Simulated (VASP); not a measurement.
# AlGaN2 (P-4m2) in VASP: further runs

The runs below take AlGaN2 through single point, with r2SCAN.

Program: VASP 6.6.1. These are calculated values, not measurements. Logs are shortened: lines on timing, memory, paths and dates and some standing lists are left out, and cuts for length are marked.

### 1 The cell of the first run

Symmetry: P-4m2, No. 115, tetragonal system. Conventional cell: a = 3.043 Å, b = 3.043 Å, c = 4.714 Å, α = 90.00°, β = 90.00°, γ = 90.00°. Al (site symmetry -4m2) has 4 N at 1.89 Å within 2.5 Å. Ga (site symmetry -4m2) has 4 N at 1.96 Å within 2.6 Å. Within 2.5 Å of N (site symmetry 2mm) lie 2 Al at 1.89 Å and 2 Ga at 1.96 Å.

### 2 Single point, r2SCAN

File POSCAR:

```
AlGaN2
1.0
    3.0426596441      0.0000000000      0.0000000000
    0.0000000000      3.0426596441      0.0000000000
    0.0000000000      0.0000000000      4.7140516040
Al Ga N
1 1 2
Direct
    0.5000000000      0.5000000000      0.5000000000
    0.0000000000      0.0000000000      0.0000000000
    0.5000000000      0.0000000000      0.7382648100
    0.0000000000      0.5000000000      0.2617351900
```

File INCAR.step1:

```
SYSTEM = AlGaN2
PREC = Accurate
ENCUT = 1460
ISMEAR = 0
SIGMA = 0.05
LREAL = .FALSE.
LASPH = .TRUE.
NELM = 120
NBANDS = 21
GGA = PE
ALGO = Normal
EDIFF = 1E-5
LWAVE = .TRUE.
LCHARG = .FALSE.
GGA_COMPAT = .FALSE.
```

File INCAR.step2:

```
SYSTEM = AlGaN2
PREC = Accurate
ENCUT = 1460
EDIFF = 1E-6
ISMEAR = 0
SIGMA = 0.05
LREAL = .FALSE.
LASPH = .TRUE.
NELM = 120
ALGO = Normal
ISIF = 2
LWAVE = .FALSE.
LCHARG = .FALSE.
METAGGA = R2SCAN
LMIXTAU = .TRUE.
NBANDS = 21
ISTART = 1
GGA_COMPAT = .FALSE.
```

File KPOINTS:

```
Automatic mesh
0
G
  8 8 6
  0 0 0
```

Potentials or basis: VASP PAW PBE potentials, release 64 (Al, Ga_d, N_h).

On the command line:

```sh
$ cat potpaw_PBE.64/Al/POTCAR potpaw_PBE.64/Ga_d/POTCAR potpaw_PBE.64/N_h/POTCAR > POTCAR
$ cp INCAR.step1 INCAR
$ mpirun -np 1 vasp_std > vasp.out
$ cp INCAR.step2 INCAR
$ mpirun -np 1 vasp_std > vasp.out
```

OUTCAR:

```text
SYSTEM = AlGaN2
   PREC = Accurate
   ENCUT = 1460
   EDIFF = 1E-6
   ISMEAR = 0
   LREAL = .FALSE.
   LASPH = .TRUE.
   NELM = 120
   ISIF = 2
   METAGGA = R2SCAN
   ISTART = 1

 ion  position               nearest neighbor table
   1  0.500  0.500  0.500-   3 1.89   4 1.89   3 1.89   4 1.89
   2  0.000  0.000  0.000-   3 1.96   4 1.96   4 1.96   3 1.96
   3  0.500  0.000  0.738-   1 1.89   1 1.89   2 1.96   2 1.96
   4  0.000  0.500  0.262-   1 1.89   1 1.89   2 1.96   2 1.96

  LATTYP: Found a simple tetragonal cell.
 ALAT       =     3.0426596441
 C/A-ratio  =     1.5493193966

  Lattice vectors:

 A1 = (   3.0426596441,   0.0000000000,   0.0000000000)
 A2 = (   0.0000000000,   3.0426596441,   0.0000000000)
 A3 = (   0.0000000000,   0.0000000000,   4.7140516040)

Analysis of symmetry for initial positions (statically):
=====================================================================
 Subroutine PRICEL returns:
 Original cell was already a primitive cell.

 Routine SETGRP: Setting up the symmetry group for a
 simple tetragonal supercell.

 Subroutine GETGRP returns: Found  8 space group operations
 (whereof  8 operations were pure point group operations)
 out of a pool of 16 trial point group operations.

The static configuration has the point symmetry D_2d.

Analysis of symmetry for dynamics (positions and initial velocities):
=====================================================================
 Subroutine PRICEL returns:
 Original cell was already a primitive cell.

 Routine SETGRP: Setting up the symmetry group for a
 simple tetragonal supercell.

 Subroutine GETGRP returns: Found  8 space group operations
 (whereof  8 operations were pure point group operations)
 out of a pool of 16 trial point group operations.

The dynamic configuration has the point symmetry D_2d.

 Subroutine INISYM returns: Found  8 space group operations
 (whereof  8 operations are pure point group operations),
 and found     1 'primitive' translations

----------------------------------------------------------------------------------------

                                     Primitive cell

  volume of cell :      43.6416

  direct lattice vectors                    reciprocal lattice vectors
     3.042659644  0.000000000  0.000000000     0.328659830  0.000000000  0.000000000
     0.000000000  3.042659644  0.000000000     0.000000000  0.328659830  0.000000000
     0.000000000  0.000000000  4.714051604     0.000000000  0.000000000  0.212131747

  length of vectors
     3.042659644  3.042659644  4.714051604     0.328659830  0.328659830  0.212131747

  position of ions in fractional coordinates (direct lattice)
     0.500000000  0.500000000  0.500000000
     0.000000000  0.000000000  0.000000000
     0.500000000  0.000000000  0.738264810
     0.000000000  0.500000000  0.261735190

  ion indices of the primitive-cell ions
   primitive index   ion index
                 1           1
                 2           2
                 3           3
                 4           4

----------------------------------------------------------------------------------------

 KPOINTS: Automatic mesh

Automatic generation of k-mesh.
 Grid dimensions read from file:
 generate k-points for:    8    8    6

 Generating k-lattice:

  Cartesian coordinates                     Fractional coordinates (reciprocal lattice)
     0.041082479  0.000000000  0.000000000     0.125000000  0.000000000  0.000000000
     0.000000000  0.041082479  0.000000000     0.000000000  0.125000000  0.000000000
     0.000000000  0.000000000  0.035355291     0.000000000  0.000000000  0.166666667

  Length of vectors
     0.041082479  0.041082479  0.035355291

  Shift w.r.t. Gamma in fractional coordinates (k-lattice)
     0.000000000  0.000000000  0.000000000

 Subroutine IBZKPT returns following result:
 ===========================================

 Found     60 irreducible k-points:

 Following reciprocal coordinates:
            Coordinates               Weight
  0.000000  0.000000  0.000000      1.000000
  0.125000  0.000000  0.000000      4.000000
  0.250000  0.000000  0.000000      4.000000
  0.375000  0.000000  0.000000      4.000000
  0.500000  0.000000  0.000000      2.000000
  0.125000  0.125000  0.000000      4.000000
[... 16 lines left out ...]
  0.375000  0.125000  0.166667     16.000000
  0.500000  0.125000  0.166667      8.000000
 [... further k-points ...]
   k-points           NKPTS =     60   k-points in BZ     NKDIM =     60   number of bands    NBANDS=     21
   number of dos      NEDOS =    301   number of ions     NIONS =      4
   total plane-waves  NPLWV =  96000
   dimension x,y,z NGX =    40 NGY =   40 NGZ =   60
   dimension x,y,z NGXF=    80 NGYF=   80 NGZF=  120
   ions per type =               1   1   2
   NGX,Y,Z   is equivalent  to a cutoff of  21.86, 21.86, 21.16 a.u.
   NGXF,Y,Z  is equivalent  to a cutoff of  43.71, 43.71, 42.32 a.u.
 SYSTEM =  AlGaN2
   PREC   = accura    normal or accurate (medium, high low for compatibility)
   ISTART =      1    job   : 0-new  1-cont  2-samecut
   ICHARG =      0    charge: 1-file 2-atom 10-const
   ISPIN  =      1    spin polarized calculation?
   LNONCOLLINEAR =      F non collinear calculations
   LSORBIT =      F    spin-orbit coupling
   LASPH  =      T    aspherical Exc in radial PAW
   ENCUT  = 1460.0 eV 107.31 Ry   10.36 a.u.   9.48  9.48 14.69*2*pi/ulx,y,z
   NELM   =    120;   NELMIN=  2; NELMDL=  0     # of ELM steps
   EDIFF  = 0.1E-05   stopping-criterion for ELM
   LREAL  =      F    real-space projection
   EDIFFG = 0.1E-04   stopping-criterion for IOM
   NSW    =      0    number of steps for IOM
   IBRION =     -1    ionic relax: 0-MD 1-quasi-New 2-CG
   NFREE  =      0    steps in history (QN), initial steepest desc. (CG)
   ISIF   =      2    stress and relaxation
   ISYM   =      2    0-nonsym 1-usesym 2-fastsym
   POTIM  = 0.5000    time-step for ionic-motion
   TEBEG  =    0.0;   TEEND  =   0.0 temperature during run
   PSTRESS=    0.0 pullay stress
   NELECT =      26.0000    total number of electrons
   NUPDOWN=      -1.0000    fix difference up-down
   EMIN   =  10.00;   EMAX   =-10.00  energy-range for DOS
   EFERMI =   0.00;   METHOD = LEGACY
   ISMEAR =     0;   SIGMA  =   0.05  broadening in eV -4-tet -1-fermi 0-gaus
   EFERMI_NEDOS =   21; number of points for ismear=-14 and -15
   IALGO  =     38    algorithm
   IMIX   =      4    mixing-type and parameters
     AMIX     =   0.40;   BMIX     =  1.00
     AMIX_MAG =   1.60;   BMIX_MAG =  1.00
  volume/ion in A,a.u.               =      10.91        73.63
  Fermi-wavevector in a.u.,A,eV,Ry     =   1.377523  2.603141 25.818009  1.897570
  Thomas-Fermi vector in A             =   2.502669
   LORBIT       =      0    0 simple, 1 ext, 2 COOP (PROOUT), +10 PAW based schemes
   METAGGA = R2SCAN    functional components
   LHFCALC =     F    Hartree Fock is set to
   AEXX    =    0.0000 exact exchange contribution
   IVDW    =     0    specifies the selected vdW correction
   LEPSILON=     F    determine dielectric tensor
   LRPA    =     F    only Hartree local field effects (RPA)
 non-spin polarized calculation
 Gauss-broadening in eV      SIGMA  =   0.05
  energy-cutoff  :     1460.00
  volume of cell :       43.64
 maximum number of plane-waves:      5558
 NGX is ok and might be reduce to    40
   NGX = 19   NGY = 19   NGZ = 29

 number of electron      26.0000001 magnetization

 Free energy of the ion-electron system (eV)
  ---------------------------------------------------
  ext. energy  EPLUGINS =         0.00000000
  ---------------------------------------------------
  free energy    TOTEN  =       -40.94488372 eV

  energy without entropy =      -40.94488372  energy(sigma->0) =      -40.94488372

 E-fermi :   6.1781     XC(G=0): -12.0667

 val. band max:        5.8660155680   @ k =   0.0000   0.0000   0.0000
 cond. band min:       9.0135266107   @ k =   0.0000   0.0000   0.0000
 fundamental gap:      3.1475110428
 Fermi energy:         6.1781453442

 k-point     1 :       0.0000    0.0000    0.0000
  band No.  band energies     occupation
      1     -10.5750      2.00000
      2      -9.0536      2.00000
      3      -7.6455      2.00000
      4      -7.6455      2.00000
      5      -7.5872      2.00000
      6      -7.4694      2.00000
[... 13 lines left out ...]
     20      18.3861      0.00000
     21      22.1953      0.00000

 k-point     2 :       0.1250    0.0000    0.0000
  band No.  band energies     occupation
      1     -10.4332      2.00000
      2      -9.0484      2.00000
      3      -7.6716      2.00000
      4      -7.6425      2.00000
      5      -7.5564      2.00000
      6      -7.4820      2.00000
[... 13 lines left out ...]
     20      18.3942      0.00000
     21      21.7217      0.00000

 k-point     3 :       0.2500    0.0000    0.0000
  band No.  band energies     occupation
      1     -10.0554      2.00000
      2      -9.0485      2.00000
      3      -7.6806      2.00000
      4      -7.6350      2.00000
      5      -7.5122      2.00000
      6      -7.4691      2.00000
[... 13 lines left out ...]
     20      18.4278      0.00000
     21      20.7193      0.00000

 k-point     4 :       0.3750    0.0000    0.0000
  band No.  band energies     occupation
      1      -9.6007      2.00000
      2      -9.0845      2.00000
      3      -7.6413      2.00000
      4      -7.6272      2.00000
      5      -7.5423      2.00000
      6      -7.2817      2.00000
[... 13 lines left out ...]
     20      18.8563      0.00000
     21      19.7211      0.00000

 k-point     5 :       0.5000    0.0000    0.0000
  band No.  band energies     occupation
      1      -9.3425      2.00000
      2      -9.1552      2.00000
      3      -7.6239      2.00000
      4      -7.6160      2.00000
      5      -7.5548      2.00000
      6      -7.0422      2.00000
[... 13 lines left out ...]
     20      18.9862      0.00000
     21      19.2505      0.00000

 k-point     6 :       0.1250    0.1250    0.0000
  band No.  band energies     occupation
      1     -10.2963      2.00000
      2      -9.0400      2.00000
      3      -7.6770      2.00000
      4      -7.6470      2.00000
      5      -7.5315      2.00000
      6      -7.4918      2.00000
[... 13 lines left out ...]
     20      18.7954      0.00000
     21      20.3366      0.00000

 k-point     7 :       0.2500    0.1250    0.0000
  band No.  band energies     occupation
      1      -9.9353      2.00000
      2      -9.0316      2.00000
      3      -7.6788      2.00000
      4      -7.6248      2.00000
      5      -7.5335      2.00000
      6      -7.4346      2.00000
[... 13 lines left out ...]
     20      18.7529      0.00000
     21      19.6964      0.00000
[... 291 lines left out ...]
      1      -9.3503      2.00000
      2      -9.1399      2.00000
      3      -7.6246      2.00000
      4      -7.6054      2.00000
      5      -7.5548      2.00000
      6      -7.0445      2.00000
[... 13 lines left out ...]
     20      18.4259      0.00000
     21      19.0240      0.00000

 k-point    21 :       0.1250    0.1250    0.1667
  band No.  band energies     occupation
      1     -10.2037      2.00000
      2      -9.0887      2.00000
      3      -7.6826      2.00000
      4      -7.6386      2.00000
      5      -7.5312      2.00000
      6      -7.4916      2.00000
[... 13 lines left out ...]
     20      18.8445      0.00000
     21      20.3705      0.00000

 k-point    22 :       0.2500    0.1250    0.1667
  band No.  band energies     occupation
      1      -9.8659      2.00000
      2      -9.0631      2.00000
      3      -7.6792      2.00000
      4      -7.6137      2.00000
      5      -7.5332      2.00000
      6      -7.4291      2.00000
[... 13 lines left out ...]
     20      18.7415      0.00000
     21      19.6819      0.00000

 k-point    23 :       0.3750    0.1250    0.1667
  band No.  band energies     occupation
      1      -9.4829      2.00000
      2      -9.0653      2.00000
      3      -7.6545      2.00000
      4      -7.5810      2.00000
      5      -7.5621      2.00000
      6      -7.2120      2.00000
[... 13 lines left out ...]
     20      18.6553      0.00000
     21      19.5826      0.00000

 k-point    24 :       0.5000    0.1250    0.1667
  band No.  band energies     occupation
      1      -9.2916      2.00000
      2      -9.0952      2.00000
      3      -7.6444      2.00000
      4      -7.5789      2.00000
      5      -7.5605      2.00000
      6      -6.9672      2.00000
[... 13 lines left out ...]
     20      18.9019      0.00000
     21      19.3452      0.00000

 [... further k-points ...]

------------------------ aborting loop because EDIFF is reached ----------------------------------------

  FORCE on cell =-STRESS in cart. coord.  units (eV):
  Direction    XX          YY          ZZ          XY          YZ          ZX
  --------------------------------------------------------------------------------------
  -------------------------------------------------------------------------------------
  Total        1.3413563      1.3413563     -3.1890481      0.0000000      0.0000000     -0.0000000
  in kB       49.2440382     49.2440382   -117.0767255      0.0000000      0.0000000     -0.0000000
  external PRESSURE =      -6.1962163 kB  Pullay stress =       0.0000000 kB

 VOLUME and BASIS-vectors are now :
 -----------------------------------------------------------------------------
  energy-cutoff  :     1460.00
  volume of cell :       43.64
      direct lattice vectors                 reciprocal lattice vectors
     3.042659644  0.000000000  0.000000000     0.328659830  0.000000000  0.000000000
     0.000000000  3.042659644  0.000000000     0.000000000  0.328659830  0.000000000
     0.000000000  0.000000000  4.714051604     0.000000000  0.000000000  0.212131747

 POSITION                                       TOTAL-FORCE (eV/Angst)
 -----------------------------------------------------------------------------------
      1.52133      1.52133      2.35703         0.000000      0.000000      0.000000
      0.00000      0.00000      0.00000         0.000000     -0.000000      0.000000
      1.52133      0.00000      3.48022         0.000000     -0.000000      0.153891
      0.00000      1.52133      1.23383        -0.000000     -0.000000     -0.153891
 -----------------------------------------------------------------------------------
    total drift:                                0.000000      0.000000     -0.000000

  FREE ENERGIE OF THE ION-ELECTRON SYSTEM (eV)
  ---------------------------------------------------
  free  energy   TOTEN  =       -40.9448837219 eV

  energy  without entropy=      -40.9448837219  energy(sigma->0) =      -40.94488372
```

It took 6.7 min on 1 thread of Intel Xeon Platinum 8488C (Sapphire Rapids), shared host; peak memory 0.52 GiB.

What came out:

| Property | Result |
| --- | --- |
| Free energy | -40.9449 eV |
| Pressure | -0.6 GPa |
| Largest force | 0.154 eV/Å |
| Band gap on the k mesh | 3.15 eV |

Forces on the atoms (eV/Å):
```
Al   0.000  0.000  0.000
Ga   0.000  0.000  0.000
N    0.000  0.000  0.154
N    0.000  0.000 -0.154
```

Stress tensor (GPa, compression positive):
```
  4.92   0.00   0.00
  0.00   4.92   0.00
  0.00   0.00 -11.71
```

Levels at points of the mesh, in eV from the valence-band top:
| k point | band 9 | band 10 | band 11 | band 12 | band 13 | band 14 | band 15 | band 16 | band 17 | band 18 |
| --- | --- | --- | --- | --- | --- | --- | --- | --- | --- | --- |
| (0.00, 0.00, 0.00) | -2.02 | -2.02 | -0.70 | 0.00 | 0.00 | 3.15 | 4.35 | 9.25 | 11.88 | 11.88 |
| (0.50, 0.00, 0.00) | -4.86 | -3.51 | -3.47 | -0.80 | -0.36 | 7.60 | 7.68 | 9.40 | 9.67 | 9.94 |
| (0.50, 0.50, 0.00) | -4.91 | -2.72 | -2.69 | -2.69 | -2.69 | 3.53 | 3.53 | 6.21 | 9.03 | 13.72 |
| (0.00, 0.00, 0.50) | -3.21 | -1.41 | -1.41 | -0.80 | -0.80 | 5.62 | 5.68 | 8.29 | 10.66 | 11.63 |
| (0.50, 0.00, 0.50) | -6.43 | -1.40 | -1.27 | -0.79 | -0.29 | 5.31 | 6.71 | 9.96 | 10.26 | 10.62 |
| (0.50, 0.50, 0.50) | -4.46 | -4.11 | -3.45 | -3.36 | -3.36 | 6.10 | 6.10 | 9.04 | 10.24 | 10.24 |

Caveat: the stress differs along the axes, from -12 to 5 GPa; the PAW data sets were made with another functional, which shifts forces and pressure a little. A k mesh can miss the band edges.

[end of part 1 of 2]
